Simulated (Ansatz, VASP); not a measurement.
**TlGaS3: VASP beside Ansatz**

```xyz
10
Lattice="6.2532 0.0000 0.0000 -3.1266 5.4155 0.0000 0.0000 0.0000 6.5656" Properties=species:S:1:pos:R:3 pbc="T T T"
Tl    0.0000    3.6103    4.9242
Tl    3.1266    1.8052    1.6414
Ga    0.0000    0.0000    0.0000
Ga    0.0000    0.0000    3.2828
S     3.1266    3.5609    4.9242
S     1.6061    0.9273    4.9242
S     4.6471    0.9273    4.9242
S     0.0000    1.8546    1.6414
S     1.5205    4.4882    1.6414
S    -1.5205    4.4882    1.6414
```

Alike in both runs: functional PBE; k mesh 3 × 3 × 4; occupations gaussian, width 0.1 eV; no spin polarisation.

Ansatz relaxed the structure, and its values are those at the end. VASP's run is a single point on that final structure, the one shown.

```csv
,VASP,Ansatz
version,VASP 6.6.1,Ansatz 0.2.0
potentials or method,"VASP PAW PBE potentials, release 64 (Tl_d, Ga_d, S), cutoff 520 eV","scalar-relativistic, plane waves, PAW"
valence electrons in the cell,88,88
```

|  | VASP | Ansatz | Ansatz less VASP |
| --- | --- | --- | --- |
| gap on the k mesh at the Fermi level (eV) | none | none | - |
| pressure (GPa) | 0.1 | 0.1 | +0.03 |
| rms of the force components (eV/Å) | 0.003 | 0.001 | -0.0021 |

A gap of «none» marks a metal or a gap that the smearing closes. The functional is the same, so the differences come from potentials, cutoffs and numerics.

The k mesh is coarse, so the values compare programs but aren't converged. Spin-orbit coupling is off throughout.
